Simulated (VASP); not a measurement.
# PbS (Pm-3m) in VASP: notebook

Aim: see how the results for PbS move with the level of theory and the settings. Levels: LDA, PBEsol. Tasks: single point, relaxation of cell and atoms.

Everything below comes from runs of VASP 6.6.1. Logs are shortened: lines on timing, memory, paths and dates and some standing lists are left out, and cuts for length are marked.

### 1 The cell of the first run

Symmetry: Pm-3m, No. 221, cubic system. Conventional cell: a = 3.540 Å, b = 3.540 Å, c = 3.540 Å, α = 90.00°, β = 90.00°, γ = 90.00°. Within 4.0 Å of Pb (site symmetry m-3m) lie 8 S at 3.07 Å and 6 Pb at 3.54 Å. Within 4.0 Å of S (site symmetry m-3m) lie 8 Pb at 3.07 Å and 6 S at 3.54 Å.

### 2 Single point, LDA

File INCAR:

```
PREC = Accurate ; ENCUT = 520
EDIFF = 1E-6 ; ISMEAR = -1
SIGMA = 0.05 ; LREAL = False
LASPH = True ; NELM = 60
ALGO = Normal ; ISIF = 2
LWAVE = False ; LCHARG = False
GGA = CA ; NBANDS = 17
```

File KPOINTS:

```
Automatic mesh
0
Gamma
  7 7 7
```

File POSCAR:

```
PbS
1.0
    3.5401437974      0.0000000000      0.0000000000
    0.0000000000      3.5401437974      0.0000000000
    0.0000000000      0.0000000000      3.5401437974
Pb S
1 1
Direct
    0.0000000000      0.0000000000      0.0000000000
    0.5000000000      0.5000000000      0.5000000000
```

Potentials or basis: VASP PAW LDA potentials, release 64 (Pb_d, S).

On the command line:

```console
> cat potpaw_LDA.64/Pb_d/POTCAR potpaw_LDA.64/S/POTCAR > POTCAR
> mpirun -np 1 vasp_std > vasp.out
```

OUTCAR:

```text
PREC = Accurate
   ENCUT = 520
   EDIFF = 1E-6
   ISMEAR = -1
   LREAL = False
   LASPH = True
   NELM = 60
   ISIF = 2
   GGA = CA

 ion  position               nearest neighbor table
   1  0.000  0.000  0.000-   2 3.07   2 3.07   2 3.07   2 3.07   2 3.07   2 3.07   2 3.07   2 3.07

   2  0.500  0.500  0.500-   1 3.07   1 3.07   1 3.07   1 3.07   1 3.07   1 3.07   1 3.07   1 3.07

  LATTYP: Found a simple cubic cell.
 ALAT       =     3.5401437974

  Lattice vectors:

 A1 = (   3.5401437974,   0.0000000000,   0.0000000000)
 A2 = (   0.0000000000,   3.5401437974,   0.0000000000)
 A3 = (   0.0000000000,   0.0000000000,   3.5401437974)

Analysis of symmetry for initial positions (statically):
=====================================================================
 Subroutine PRICEL returns:
 Original cell was already a primitive cell.

 Routine SETGRP: Setting up the symmetry group for a
 simple cubic supercell.

 Subroutine GETGRP returns: Found 48 space group operations
 (whereof 48 operations were pure point group operations)
 out of a pool of 48 trial point group operations.

The static configuration has the point symmetry O_h .

Analysis of symmetry for dynamics (positions and initial velocities):
=====================================================================
 Subroutine PRICEL returns:
 Original cell was already a primitive cell.

 Routine SETGRP: Setting up the symmetry group for a
 simple cubic supercell.

 Subroutine GETGRP returns: Found 48 space group operations
 (whereof 48 operations were pure point group operations)
 out of a pool of 48 trial point group operations.

The dynamic configuration has the point symmetry O_h .

 Subroutine INISYM returns: Found 48 space group operations
 (whereof 48 operations are pure point group operations),
 and found     1 'primitive' translations

----------------------------------------------------------------------------------------

                                     Primitive cell

  volume of cell :      44.3673

  direct lattice vectors                    reciprocal lattice vectors
     3.540143797  0.000000000  0.000000000     0.282474401  0.000000000  0.000000000
     0.000000000  3.540143797  0.000000000     0.000000000  0.282474401  0.000000000
     0.000000000  0.000000000  3.540143797     0.000000000  0.000000000  0.282474401

  length of vectors
     3.540143797  3.540143797  3.540143797     0.282474401  0.282474401  0.282474401

  position of ions in fractional coordinates (direct lattice)
     0.000000000  0.000000000  0.000000000
     0.500000000  0.500000000  0.500000000

  ion indices of the primitive-cell ions
   primitive index   ion index
                 1           1
                 2           2

----------------------------------------------------------------------------------------

 KPOINTS: Automatic mesh

Automatic generation of k-mesh.
 Grid dimensions read from file:
 generate k-points for:    7    7    7

 Generating k-lattice:

  Cartesian coordinates                     Fractional coordinates (reciprocal lattice)
     0.040353486  0.000000000  0.000000000     0.142857143  0.000000000  0.000000000
     0.000000000  0.040353486  0.000000000     0.000000000  0.142857143  0.000000000
     0.000000000  0.000000000  0.040353486     0.000000000  0.000000000  0.142857143

  Length of vectors
     0.040353486  0.040353486  0.040353486

  Shift w.r.t. Gamma in fractional coordinates (k-lattice)
     0.000000000  0.000000000  0.000000000

 Subroutine IBZKPT returns following result:
 ===========================================

 Found     20 irreducible k-points:

 Following reciprocal coordinates:
            Coordinates               Weight
  0.000000  0.000000  0.000000      1.000000
  0.142857  0.000000  0.000000      6.000000
  0.285714  0.000000  0.000000      6.000000
  0.428571  0.000000  0.000000      6.000000
  0.142857  0.142857  0.000000     12.000000
  0.285714  0.142857  0.000000     24.000000
[... 12 lines left out ...]
  0.428571  0.428571  0.285714     24.000000
  0.428571  0.428571  0.428571      8.000000
   k-points           NKPTS =     20   k-points in BZ     NKDIM =     20   number of bands    NBANDS=     17
   number of dos      NEDOS =    301   number of ions     NIONS =      2
   total plane-waves  NPLWV =  21952
   dimension x,y,z NGX =    28 NGY =   28 NGZ =   28
   dimension x,y,z NGXF=    56 NGYF=   56 NGZF=   56
   ions per type =               1   1
   NGX,Y,Z   is equivalent  to a cutoff of  13.15, 13.15, 13.15 a.u.
   NGXF,Y,Z  is equivalent  to a cutoff of  26.30, 26.30, 26.30 a.u.
 SYSTEM =  unknown system
   PREC   = accura    normal or accurate (medium, high low for compatibility)
   ISTART =      0    job   : 0-new  1-cont  2-samecut
   ICHARG =      2    charge: 1-file 2-atom 10-const
   ISPIN  =      1    spin polarized calculation?
   LNONCOLLINEAR =      F non collinear calculations
   LSORBIT =      F    spin-orbit coupling
   LASPH  =      T    aspherical Exc in radial PAW
   ENCUT  =  520.0 eV  38.22 Ry    6.18 a.u.   6.58  6.58  6.58*2*pi/ulx,y,z
   NELM   =     60;   NELMIN=  2; NELMDL= -5     # of ELM steps
   EDIFF  = 0.1E-05   stopping-criterion for ELM
   LREAL  =      F    real-space projection
   EDIFFG = 0.1E-04   stopping-criterion for IOM
   NSW    =      0    number of steps for IOM
   IBRION =     -1    ionic relax: 0-MD 1-quasi-New 2-CG
   NFREE  =      0    steps in history (QN), initial steepest desc. (CG)
   ISIF   =      2    stress and relaxation
   ISYM   =      2    0-nonsym 1-usesym 2-fastsym
   POTIM  = 0.5000    time-step for ionic-motion
   TEBEG  =    0.0;   TEEND  =   0.0 temperature during run
   PSTRESS=    0.0 pullay stress
   NELECT =      20.0000    total number of electrons
   NUPDOWN=      -1.0000    fix difference up-down
   EMIN   =  10.00;   EMAX   =-10.00  energy-range for DOS
   EFERMI =   0.00;   METHOD = LEGACY
   ISMEAR =    -1;   SIGMA  =   0.05  broadening in eV -4-tet -1-fermi 0-gaus
   EFERMI_NEDOS =   21; number of points for ismear=-14 and -15
   IALGO  =     38    algorithm
   IMIX   =      4    mixing-type and parameters
     AMIX     =   0.40;   BMIX     =  1.00
     AMIX_MAG =   1.60;   BMIX_MAG =  1.00
  volume/ion in A,a.u.               =      22.18       149.70
  Fermi-wavevector in a.u.,A,eV,Ry     =   1.255251  2.372081 21.438090  1.575655
  Thomas-Fermi vector in A             =   2.389017
   LORBIT       =      0    0 simple, 1 ext, 2 COOP (PROOUT), +10 PAW based schemes
   GGA     = CA    functional components
   LHFCALC =     F    Hartree Fock is set to
   AEXX    =    0.0000 exact exchange contribution
   IVDW    =     0    specifies the selected vdW correction
   LEPSILON=     F    determine dielectric tensor
   LRPA    =     F    only Hartree local field effects (RPA)
 non-spin polarized calculation
  energy-cutoff  :      520.00
  volume of cell :       44.37
 maximum number of plane-waves:      1217
 NGX is ok and might be reduce to    28
   NGX = 13   NGY = 13   NGZ = 13

 number of electron      20.0000002 magnetization

 Free energy of the ion-electron system (eV)
  ---------------------------------------------------
  ext. energy  EPLUGINS =         0.00000000
  ---------------------------------------------------
  free energy    TOTEN  =        -9.57908276 eV

  energy without entropy =       -9.57171749  energy(sigma->0) =       -9.57540013

 E-fermi :   6.9862     XC(G=0): -10.9319

 val. band max:        6.9442251797   @ k =   0.1429   0.1429   0.1429
 cond. band min:       6.9926867392   @ k =   0.2857   0.1429   0.1429
 fundamental gap:      0.0484615595
 Fermi energy:         6.9861739605

 k-point     1 :       0.0000    0.0000    0.0000
  band No.  band energies     occupation
      1      -9.8135      2.00000
      2      -9.8135      2.00000
      3      -9.5328      2.00000
      4      -9.5328      2.00000
      5      -9.5328      2.00000
      6      -6.7960      2.00000
[... 9 lines left out ...]
     16      20.1056      0.00000
     17      20.1056      0.00000

 k-point     2 :       0.1429    0.0000    0.0000
  band No.  band energies     occupation
      1      -9.8106      2.00000
      2      -9.7734      2.00000
      3      -9.5488      2.00000
      4      -9.5488      2.00000
      5      -9.5312      2.00000
      6      -6.5963      2.00000
[... 9 lines left out ...]
     16      19.8969      0.00000
     17      20.0501      0.00000

 k-point     3 :       0.2857    0.0000    0.0000
  band No.  band energies     occupation
      1      -9.8040      2.00000
      2      -9.6843      2.00000
      3      -9.5846      2.00000
      4      -9.5846      2.00000
      5      -9.5276      2.00000
      6      -6.0362      2.00000
[... 9 lines left out ...]
     16      18.0203      0.00000
     17      19.9861      0.00000

 k-point     4 :       0.4286    0.0000    0.0000
  band No.  band energies     occupation
      1      -9.7988      2.00000
      2      -9.6140      2.00000
      3      -9.6130      2.00000
      4      -9.6130      2.00000
      5      -9.5247      2.00000
      6      -5.3529      2.00000
[... 9 lines left out ...]
     16      19.9185      0.00000
     17      19.9867      0.00000
[... 263 lines left out ...]
      1      -9.7108      2.00000
      2      -9.6741      2.00000
      3      -9.6361      2.00000
      4      -9.5902      2.00000
      5      -9.5128      2.00000
      6      -4.3562      2.00000
[... 9 lines left out ...]
     16      18.5031      0.00000
     17      22.3495      0.00000

 k-point    19 :       0.4286    0.4286    0.2857
  band No.  band energies     occupation
      1      -9.7411      2.00000
      2      -9.6724      2.00000
      3      -9.6693      2.00000
      4      -9.5502      2.00000
      5      -9.4670      2.00000
      6      -4.1126      2.00000
[... 9 lines left out ...]
     16      19.5286      0.00000
     17      23.0185      0.00000

 k-point    20 :       0.4286    0.4286    0.4286
  band No.  band energies     occupation
      1      -9.7187      2.00000
      2      -9.7084      2.00000
      3      -9.7084      2.00000
      4      -9.4651      2.00000
      5      -9.4651      2.00000
      6      -3.9895      2.00000
[... 9 lines left out ...]
     16      20.5615      0.00000
     17      24.1181      0.00000

------------------------ aborting loop because EDIFF is reached ----------------------------------------

  FORCE on cell =-STRESS in cart. coord.  units (eV):
  Direction    XX          YY          ZZ          XY          YZ          ZX
  --------------------------------------------------------------------------------------
  -------------------------------------------------------------------------------------
  Total        0.0075904      0.0075904      0.0075904      0.0000000      0.0000000     -0.0000000
  in kB        0.2741025      0.2741025      0.2741025      0.0000000      0.0000000     -0.0000000
  external PRESSURE =       0.2741025 kB  Pullay stress =       0.0000000 kB

 VOLUME and BASIS-vectors are now :
 -----------------------------------------------------------------------------
  energy-cutoff  :      520.00
  volume of cell :       44.37
      direct lattice vectors                 reciprocal lattice vectors
     3.540143797  0.000000000  0.000000000     0.282474401  0.000000000  0.000000000
     0.000000000  3.540143797  0.000000000     0.000000000  0.282474401  0.000000000
     0.000000000  0.000000000  3.540143797     0.000000000  0.000000000  0.282474401

 POSITION                                       TOTAL-FORCE (eV/Angst)
 -----------------------------------------------------------------------------------
      0.00000      0.00000      0.00000         0.000000      0.000000      0.000000
      1.77007      1.77007      1.77007         0.000000      0.000000      0.000000
 -----------------------------------------------------------------------------------
    total drift:                               -0.000000      0.000000      0.000000

  FREE ENERGIE OF THE ION-ELECTRON SYSTEM (eV)
  ---------------------------------------------------
  free  energy   TOTEN  =        -9.5790827646 eV

  energy  without entropy=       -9.5717174899  energy(sigma->0) =       -9.57540013
```

Wall time 5.6 s (1 thread of AMD EPYC 9R45 (Zen 5), shared host); peak memory 0.11 GiB.

What came out:

```
Free energy            : -9.5791 eV
Pressure               : 0.0 GPa
Band gap on the k mesh : zero (bands 10 and 11 overlap by 0.29 eV)
```

Caveat: semilocal functionals underestimate gaps, and a narrow one can read as zero; spin-orbit coupling is left out, which moves the levels of the heavy elements.

### 3 Single point, PBEsol

This run uses another cell than the first one, of 22.81 Å³/atom.

File INCAR:

```
PREC = Accurate
ENCUT = 520
EDIFF = 1E-6
ISMEAR = -1
SIGMA = 0.05
LREAL = False
LASPH = True
NELM = 60
ALGO = Normal
ISIF = 2
LWAVE = False
LCHARG = False
GGA = PS
NBANDS = 17
```

File KPOINTS:

```
regular mesh
0
Gamma
  7 7 7
```

File POSCAR:

```
PbS
1.0
    3.5729331144      0.0000000000      0.0000000000
    0.0000000000      3.5729331144      0.0000000000
    0.0000000000      0.0000000000      3.5729331144
Pb S
1 1
Direct
    0.0000000000      0.0000000000      0.0000000000
    0.5000000000      0.5000000000      0.5000000000
```

Potentials or basis: VASP PAW PBE potentials, release 64 (Pb_d, S).

On the command line:

```console
> cat potpaw_PBE.64/Pb_d/POTCAR potpaw_PBE.64/S/POTCAR > POTCAR
> mpirun -np 1 vasp_std > vasp.out
```

Wall time 6.2 s (1 thread of AMD EPYC 9R45 (Zen 5), shared host); peak memory 0.13 GiB.

Results (log left out):

* Free energy: -9.0247 eV
* Pressure: 0.0 GPa
* Band gap on the k mesh: zero (bands 10 and 11 overlap by 0.15 eV)

Levels at points of the mesh, in eV from the Fermi level:
```tsv
k point	band 7	band 8	band 9	band 10	band 11	band 12	band 13	band 14
(0.00, 0.00, 0.00)	-6.46	-1.72	-1.72	-1.72	5.39	5.39	7.08	7.08
```

Caveat: semilocal functionals underestimate gaps, and a narrow one can read as zero; the PAW data sets were made with another functional, which shifts forces and pressure a little; spin-orbit coupling is left out, which moves the levels of the heavy elements.

### 4 Single point, PBEsol

This run uses another cell than the first one, of 24.39 Å³/atom.

File INCAR:

```
SYSTEM = PbS
PREC = Accurate
ENCUT = 520
EDIFF = 1E-6
ISMEAR = -1
SIGMA = 0.05
LREAL = .FALSE.
LASPH = .TRUE.
NELM = 80
ALGO = Normal
ISIF = 2
LWAVE = .FALSE.
LCHARG = .FALSE.
GGA = PS
NBANDS = 17
```

File KPOINTS:

```
Automatic mesh
0
G
  7 7 7
  0 0 0
```

File POSCAR:

```
PbS
1.0
    3.6536590000      0.0000000000      0.0000000000
    0.0000000000      3.6536590000      0.0000000000
    0.0000000000      0.0000000000      3.6536590000
Pb S
1 1
Direct
    0.0000000000      0.0000000000      0.0000000000
    0.5000000000      0.5000000000      0.5000000000
```

On the command line:

```console
> cat potpaw_PBE.64/Pb_d/POTCAR potpaw_PBE.64/S/POTCAR > POTCAR
> mpirun -np 1 vasp_std > vasp.out
```

Wall time 6.9 s (1 thread of AMD EPYC 9R45 (Zen 5), shared host); peak memory 0.13 GiB.

It converged, with:

| Quantity | Value |
| --- | --- |
| Free energy | -8.9880 eV |
| Pressure | -3.6 GPa |
| Band gap on the k mesh | 0.05 eV (least direct gap 1.39 eV) |

Levels at points of the mesh, in eV from the valence-band top:
```
           k point  band 7  band 8  band 9  band 10  band 11  band 12  band 13  band 14
(0.00, 0.00, 0.00)   -6.60   -1.47   -1.47    -1.47     5.53     5.53     6.63     6.63
```

Caveat: the cell stands under tension; the smearing spreads over this small gap; the PAW data sets were made with another functional, which shifts forces and pressure a little; spin-orbit coupling is left out, which moves the levels of the heavy elements; an odd mesh through Γ misses points on the zone boundary, where band edges can lie.

(Continued in part 2 of 2.)

The gap in the log of VASP goes by the Fermi energy; the results here count the filled bands.